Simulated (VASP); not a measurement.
Hf3S5:

```
CELL_PARAMETERS angstrom
5.75865 0.00000 0.00000
0.00000 5.75865 0.00000
0.00000 0.00000 5.75865
ATOMIC_POSITIONS crystal
Hf 0.50000 0.00000 0.00000
Hf 0.00000 0.50000 0.00000
Hf 0.00000 0.00000 0.50000
S 0.00000 0.50000 0.50000
S 0.50000 0.00000 0.50000
S 0.50000 0.50000 0.00000
S 0.00000 0.00000 0.00000
S 0.50000 0.50000 0.50000
```

The cell was generated, and may not be a known phase.

```yaml
Program: VASP 6.6.1
Task: relaxation of cell and atoms
Functional: PBE
Potentials_or_basis: VASP PAW PBE potentials, release 64 (Hf_pv, S)
Cutoff: 600 eV
k_mesh: 3 × 3 × 3
Occupations: gaussian, width 0.2 eV
Spin: no spin polarisation
```

At the start: pressure -17.8 GPa; volume 23.87 Å³/atom.

Where does the relaxation end?

Over 3 steps the energy falls by 461.7 meV/atom and the volume is 17.72 Å³/atom (-25.8 %); space group Pm-3m (No. 221, to 0.1 Å) before and after.

Step by step:
```
step  energy change (eV)  largest force (eV/Å)  pressure (GPa)  volume (Å³)
   1              0.0000                0.0000          -17.77       190.97
   2             -2.9637                0.0000           17.23       126.75
   3             -3.6934                0.0000           -0.04       141.79
```

Final structure:
```
Hf S
1.0
     5.21458    0.00000    0.00000
     0.00000    5.21458    0.00000
     0.00000    0.00000    5.21458
Hf S
3 5
Direct
  0.50000 0.00000 0.00000
  0.00000 0.50000 0.00000
  0.00000 0.00000 0.50000
  0.00000 0.50000 0.50000
  0.50000 0.00000 0.50000
  0.50000 0.50000 0.00000
  0.00000 0.00000 0.00000
  0.50000 0.50000 0.50000
```

Caveat: the k points lie up to 0.40 Å⁻¹ apart in the final cell; the volume moved by over 15 % at a fixed basis, so the end points are rough.
